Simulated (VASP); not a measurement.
# Cs2Ga2Se5 (C2/c) in VASP: single point with PBE+D3(BJ)

Aim: the single point of Cs2Ga2Se5 with PBE+D3(BJ).

All numbers are computed with VASP 6.6.1; they aren't measurements. Logs are shortened: lines on timing, memory, paths and dates and some standing lists are left out, and cuts for length are marked.

## (1) The cell of the first run

Symmetry: C2/c, No. 15, monoclinic system. Conventional cell: a = 15.413 Å, b = 7.360 Å, c = 12.892 Å, α = 90.00°, β = 125.82°, γ = 90.00°. Cs (site symmetry 1) has 14 Se at 3.71 to 5.69 Å and 8 Ga at 3.94 to 5.84 Å and 5 Cs at 4.41 to 5.65 Å within 5.9 Å. Within 3.2 Å of Ga (site symmetry 1) lie 4 Se at 2.41 to 2.44 Å and 1 Ga at 3.06 Å. Within 3.2 Å of Se (site symmetry 1) lie 2 Ga at 2.44 Å. Se (site symmetry 2) has 2 Ga at 2.41 Å within 3.2 Å. Within 3.2 Å of Se (site symmetry 1) lie 1 Se at 2.39 Å and 1 Ga at 2.44 Å.

## (2) Single point, PBE+D3(BJ)

INCAR reads:

```
SYSTEM = Cs2Ga2Se5
  ALGO = Normal
  EDIFF = 1E-7
  ENCUT = 520
  GGA = PE
  ISIF = 2
  ISMEAR = 0
  IVDW = 12
  KPAR = 4
  LASPH = .TRUE.
  LCHARG = .FALSE.
  LREAL = Auto
  LWAVE = .FALSE.
  NBANDS = 89
  NELM = 80
  PREC = Accurate
  SIGMA = 0.02
```

KPOINTS reads:

```
k-points
0
G
  4 4 4
  0 0 0
```

POSCAR reads:

```
Cs2Ga2Se5
1.0
    7.7064188349     -3.6801132215      0.0499002515
    7.7064188349      3.6801132215      0.0499002515
   -7.6116864458      0.0000000000     10.4048488169
Cs Ga Se
4 4 10
Direct
    0.3366066205      0.8941076632      0.0527693389
    0.6633933795      0.1058923368      0.9472306611
    0.1058923368      0.6633933795      0.4472306611
    0.8941076632      0.3366066205      0.5527693389
    0.1341572338      0.5865417018      0.1268821339
    0.8658427662      0.4134582982      0.8731178661
    0.4134582982      0.8658427662      0.3731178661
    0.5865417018      0.1341572338      0.6268821339
    0.1014896059      0.5192091235      0.9090239584
    0.8985103941      0.4807908765      0.0909760416
    0.4807908765      0.8985103941      0.5909760416
    0.5192091235      0.1014896059      0.4090239584
    0.0519480051      0.9480519949      0.2500000000
    0.9480519949      0.0519480051      0.7500000000
    0.4829441868      0.3509928384      0.2378694907
    0.5170558132      0.6490071616      0.7621305093
    0.6490071616      0.5170558132      0.2621305093
    0.3509928384      0.4829441868      0.7378694907
```

Potentials or basis: VASP PAW PBE potentials, release 64 (Cs_sv, Ga_d, Se).

Command:

```console
$ cat potpaw_PBE.64/Cs_sv/POTCAR potpaw_PBE.64/Ga_d/POTCAR potpaw_PBE.64/Se/POTCAR > POTCAR
$ mpirun -np 4 vasp_std > vasp.out
```

OUTCAR:

```text
SYSTEM = Cs2Ga2Se5
   EDIFF = 1E-7
   ENCUT = 520
   GGA = PE
   ISIF = 2
   ISMEAR = 0
   IVDW = 12
   LASPH = .TRUE.
   LREAL = Auto
   NELM = 80
   PREC = Accurate
 IVDW          = 12

 ion  position               nearest neighbor table
   1  0.337  0.894  0.053-
   2  0.663  0.106  0.947-
   3  0.106  0.663  0.447-
   4  0.894  0.337  0.553-
   5  0.134  0.587  0.127-  13 2.41  10 2.44   9 2.44  15 2.44
   6  0.866  0.413  0.873-  14 2.41   9 2.44  10 2.44  16 2.44
   7  0.413  0.866  0.373-  13 2.41  12 2.44  11 2.44  17 2.44
   8  0.587  0.134  0.627-  14 2.41  11 2.44  12 2.44  18 2.44
   9  0.101  0.519  0.909-   6 2.44   5 2.44
  10  0.899  0.481  0.091-   5 2.44   6 2.44
  11  0.481  0.899  0.591-   8 2.44   7 2.44
  12  0.519  0.101  0.409-   7 2.44   8 2.44
  13  0.052  0.948  0.250-   5 2.41   7 2.41
  14  0.948  0.052  0.750-   6 2.41   8 2.41
  15  0.483  0.351  0.238-  17 2.39   5 2.44
  16  0.517  0.649  0.762-  18 2.39   6 2.44
  17  0.649  0.517  0.262-  15 2.39   7 2.44
  18  0.351  0.483  0.738-  16 2.39   8 2.44

  LATTYP: Found a base centered monoclinic cell.
 ALAT       =    15.4131607782
 B/A-ratio  =     0.4775286879
 C/A-ratio  =     0.8364154310
 COS(beta)  =    -0.5851899706

  Lattice vectors:

 A1 = (   7.7064188349,  -3.6801132215,   0.0499002515)
 A2 = (   7.7064188349,   3.6801132215,   0.0499002515)
 A3 = (  -7.6116864458,   0.0000000000,  10.4048488169)

Analysis of symmetry for initial positions (statically):
=====================================================================
 Subroutine PRICEL returns:
 Original cell was already a primitive cell.

 Routine SETGRP: Setting up the symmetry group for a
 base centered monoclinic supercell.

 Subroutine GETGRP returns: Found  4 space group operations
 (whereof  2 operations were pure point group operations)
 out of a pool of  4 trial point group operations.

The static configuration has the point symmetry S_2 .
 The point group associated with its full space group is C_2h.

Analysis of symmetry for dynamics (positions and initial velocities):
=====================================================================
 Subroutine PRICEL returns:
 Original cell was already a primitive cell.

 Routine SETGRP: Setting up the symmetry group for a
 base centered monoclinic supercell.

 Subroutine GETGRP returns: Found  4 space group operations
 (whereof  2 operations were pure point group operations)
 out of a pool of  4 trial point group operations.

The dynamic configuration has the point symmetry S_2 .
 The point group associated with its full space group is C_2h.

 Subroutine INISYM returns: Found  4 space group operations
 (whereof  2 operations are pure point group operations),
 and found     1 'primitive' translations

----------------------------------------------------------------------------------------

                                     Primitive cell

  volume of cell :     592.9689

  direct lattice vectors                    reciprocal lattice vectors
     7.706418835 -3.680113222  0.049900251     0.064575093 -0.135865385  0.047240029
     7.706418835  3.680113222  0.049900251     0.064575093  0.135865385  0.047240029
    -7.611686446  0.000000000 10.404848817    -0.000619387  0.000000000  0.095655923

  length of vectors
     8.540176498  8.540176498 12.891805516     0.157673605  0.157673605  0.095657929

  position of ions in fractional coordinates (direct lattice)
     0.336606620  0.894107663  0.052769339
     0.663393380  0.105892337  0.947230661
     0.105892337  0.663393380  0.447230661
     0.894107663  0.336606620  0.552769339
     0.134157234  0.586541702  0.126882134
     0.865842766  0.413458298  0.873117866
[... 10 lines left out ...]
     0.649007162  0.517055813  0.262130509
     0.350992838  0.482944187  0.737869491

  ion indices of the primitive-cell ions
   primitive index   ion index
                 1           1
                 2           2
                 3           3
                 4           4
                 5           5
                 6           6
[... 10 lines left out ...]
                17          17
                18          18

----------------------------------------------------------------------------------------

 KPOINTS: k-points

Automatic generation of k-mesh.
 Grid dimensions read from file:
 generate k-points for:    4    4    4

 Generating k-lattice:

  Cartesian coordinates                     Fractional coordinates (reciprocal lattice)
     0.016143773 -0.033966346  0.011810007     0.250000000  0.000000000 -0.000000000
     0.016143773  0.033966346  0.011810007     0.000000000  0.250000000 -0.000000000
    -0.000154847  0.000000000  0.023913981     0.000000000  0.000000000  0.250000000

  Length of vectors
     0.039418401  0.039418401  0.023914482

  Shift w.r.t. Gamma in fractional coordinates (k-lattice)
     0.000000000  0.000000000  0.000000000

 Subroutine IBZKPT returns following result:
 ===========================================

 Found     24 irreducible k-points:

 Following reciprocal coordinates:
            Coordinates               Weight
  0.000000  0.000000  0.000000      1.000000
  0.250000 -0.000000 -0.000000      4.000000
  0.500000 -0.000000 -0.000000      2.000000
  0.250000  0.250000 -0.000000      2.000000
  0.500000  0.250000  0.000000      4.000000
 -0.250000  0.250000  0.000000      2.000000
[... 16 lines left out ...]
 -0.250000  0.250000  0.500000      2.000000
  0.500000  0.500000  0.500000      1.000000
   k-points           NKPTS =     24   k-points in BZ     NKDIM =     24   number of bands    NBANDS=     89
   number of dos      NEDOS =    301   number of ions     NIONS =     18
   total plane-waves  NPLWV = 393216
   dimension x,y,z NGX =    64 NGY =   64 NGZ =   96
   dimension x,y,z NGXF=   128 NGYF=  128 NGZF=  192
   ions per type =               4   4  10
   NGX,Y,Z   is equivalent  to a cutoff of  12.46, 12.46, 12.38 a.u.
   NGXF,Y,Z  is equivalent  to a cutoff of  24.92, 24.92, 24.76 a.u.
 SYSTEM =  Cs2Ga2Se5
   PREC   = accura    normal or accurate (medium, high low for compatibility)
   ISTART =      0    job   : 0-new  1-cont  2-samecut
   ICHARG =      2    charge: 1-file 2-atom 10-const
   ISPIN  =      1    spin polarized calculation?
   LNONCOLLINEAR =      F non collinear calculations
   LSORBIT =      F    spin-orbit coupling
   LASPH  =      T    aspherical Exc in radial PAW
   ENCUT  =  520.0 eV  38.22 Ry    6.18 a.u.  15.88 15.88 23.97*2*pi/ulx,y,z
   NELM   =     80;   NELMIN=  2; NELMDL= -5     # of ELM steps
   EDIFF  = 0.1E-06   stopping-criterion for ELM
   LREAL  =      T    real-space projection
   EDIFFG = 0.1E-05   stopping-criterion for IOM
   NSW    =      0    number of steps for IOM
   IBRION =     -1    ionic relax: 0-MD 1-quasi-New 2-CG
   NFREE  =      0    steps in history (QN), initial steepest desc. (CG)
   ISIF   =      2    stress and relaxation
   ISYM   =      2    0-nonsym 1-usesym 2-fastsym
   POTIM  = 0.5000    time-step for ionic-motion
   TEBEG  =    0.0;   TEEND  =   0.0 temperature during run
   PSTRESS=    0.0 pullay stress
   NELECT =     148.0000    total number of electrons
   NUPDOWN=      -1.0000    fix difference up-down
   EMIN   =  10.00;   EMAX   =-10.00  energy-range for DOS
   EFERMI =   0.00;   METHOD = LEGACY
   ISMEAR =     0;   SIGMA  =   0.02  broadening in eV -4-tet -1-fermi 0-gaus
   EFERMI_NEDOS =   21; number of points for ismear=-14 and -15
   IALGO  =     38    algorithm
   IMIX   =      4    mixing-type and parameters
     AMIX     =   0.40;   BMIX     =  1.00
     AMIX_MAG =   1.60;   BMIX_MAG =  1.00
  volume/ion in A,a.u.               =      32.94       222.31
  Fermi-wavevector in a.u.,A,eV,Ry     =   1.030745  1.947826 14.455322  1.062436
  Thomas-Fermi vector in A             =   2.164859
   LORBIT       =      0    0 simple, 1 ext, 2 COOP (PROOUT), +10 PAW based schemes
   GGA     = PE    functional components
   LHFCALC =     F    Hartree Fock is set to
   AEXX    =    0.0000 exact exchange contribution
   IVDW    =    12    specifies the selected vdW correction
   LEPSILON=     F    determine dielectric tensor
   LRPA    =     F    only Hartree local field effects (RPA)
 non-spin polarized calculation
 Gauss-broadening in eV      SIGMA  =   0.02
  energy-cutoff  :      520.00
  volume of cell :      592.97
 maximum number of plane-waves:     15998
   NGX = 31   NGY = 31   NGZ = 47

 number of electron     148.0000004 magnetization

 Free energy of the ion-electron system (eV)
  ---------------------------------------------------
  ext. energy  EPLUGINS =         0.00000000
  ---------------------------------------------------
  free energy    TOTEN  =       -65.90517006 eV

  energy without entropy =      -65.90517006  energy(sigma->0) =      -65.90517006

 E-fermi :   1.4426     XC(G=0):  -8.2693

 val. band max:        1.3095158592   @ k =   0.5000  -0.0000   0.5000
 cond. band min:       3.3382720675   @ k =  -0.2500  -0.2500   0.2500
 fundamental gap:      2.0287562083
 Fermi energy:         1.4426291894

 k-point     1 :       0.0000    0.0000    0.0000
  band No.  band energies     occupation
      1     -19.5702      2.00000
      2     -19.5663      2.00000
      3     -19.5459      2.00000
      4     -19.5438      2.00000
      5     -13.0606      2.00000
      6     -13.0399      2.00000
[... 78 lines left out ...]
     85       5.9553      0.00000
     86       6.1202      0.00000

 k-point     2 :       0.2500   -0.0000   -0.0000
  band No.  band energies     occupation
      1     -19.5673      2.00000
      2     -19.5646      2.00000
      3     -19.5478      2.00000
      4     -19.5461      2.00000
      5     -13.0619      2.00000
      6     -13.0485      2.00000
[... 1947 lines left out ...]
     85       6.0707      0.00000
     86       6.0707      0.00000

 k-point    24 :       0.5000    0.5000    0.5000
  band No.  band energies     occupation
      1     -19.5653      2.00000
      2     -19.5653      2.00000
      3     -19.5478      2.00000
      4     -19.5478      2.00000
      5     -13.0529      2.00000
      6     -13.0529      2.00000
[... 78 lines left out ...]
     85       6.0200      0.00000
     86       6.0200      0.00000
 [bands above 86 left out]

------------------------ aborting loop because EDIFF is reached ----------------------------------------

 Edisp (eV)   -4.57601

 E8    (eV) :    -2.1740

  FORCE on cell =-STRESS in cart. coord.  units (eV):
  Direction    XX          YY          ZZ          XY          YZ          ZX
  --------------------------------------------------------------------------------------
  -------------------------------------------------------------------------------------
  Total       0.52270     0.30698     0.25433     0.00000     0.00000     0.04460
  in kB       1.41231     0.82945     0.68720     0.00000     0.00000     0.12051
  external pressure =        0.98 kB  Pullay stress =        0.00 kB

 VOLUME and BASIS-vectors are now :
 -----------------------------------------------------------------------------
  energy-cutoff  :      520.00
  volume of cell :      592.97
      direct lattice vectors                 reciprocal lattice vectors
     7.706418835 -3.680113222  0.049900251     0.064575093 -0.135865385  0.047240029
     7.706418835  3.680113222  0.049900251     0.064575093  0.135865385  0.047240029
    -7.611686446  0.000000000 10.404848817    -0.000619387  0.000000000  0.095655923

 POSITION                                       TOTAL-FORCE (eV/Angst)
 -----------------------------------------------------------------------------------
      9.08274      2.05167      0.61047         0.004610      0.000440      0.002377
     -1.28158     -2.05167      9.89418        -0.004610     -0.000440     -0.002377
      2.52426      2.05167      4.69175        -0.004610      0.000440     -0.002377
      5.27689     -2.05167      5.81289         0.004610     -0.000440      0.002377
      4.58822      1.66483      1.35615        -0.004113      0.001067     -0.001256
      3.21293     -1.66483      9.14850         0.004113     -0.001067      0.001256
[... 10 lines left out ...]
      6.99091     -0.48560      2.78562         0.032455     -0.007742      0.004394
      0.81024      0.48560      7.71903        -0.032455      0.007742     -0.004394
 -----------------------------------------------------------------------------------
    total drift:                                0.000000      0.000000      0.000000

  FREE ENERGIE OF THE ION-ELECTRON SYSTEM (eV)
  ---------------------------------------------------
  free  energy   TOTEN  =       -70.4811846187 eV

  energy  without entropy=      -70.4811846187  energy(sigma->0) =      -70.48118462
```

Run time: 15 min. Hardware: 4 MPI ranks of Intel Xeon Platinum 8259CL at 2.50GHz (Skylake/Cascade Lake), shared host; peak memory 1.3 GiB.

Results:

```
Free energy                : -70.4812 eV
Pressure                   : 0.1 GPa
Largest force              : 0.034 eV/Å
Band gap on the k mesh     : 2.03 eV (least direct gap 2.12 eV)
Dispersion energy per atom : -0.254 eV
```

Forces in eV/Å, atoms in the order of the input:
```
Cs   0.005  0.000  0.002
Cs  -0.005  0.000 -0.002
Cs  -0.005  0.000 -0.002
Cs   0.005  0.000  0.002
Ga  -0.004  0.001 -0.001
Ga   0.004 -0.001  0.001
Ga   0.004  0.001  0.001
Ga  -0.004 -0.001 -0.001
Se   0.026 -0.005 -0.005
Se  -0.026  0.005  0.005
Se  -0.026 -0.005  0.005
Se   0.026  0.005 -0.005
Se   0.000  0.018  0.000
Se   0.000 -0.018  0.000
Se  -0.032 -0.008 -0.004
Se   0.032  0.008  0.004
Se   0.032 -0.008  0.004
Se  -0.032  0.008 -0.004
```

Caveat: spin-orbit coupling is left out, which moves the levels of the heavy elements.
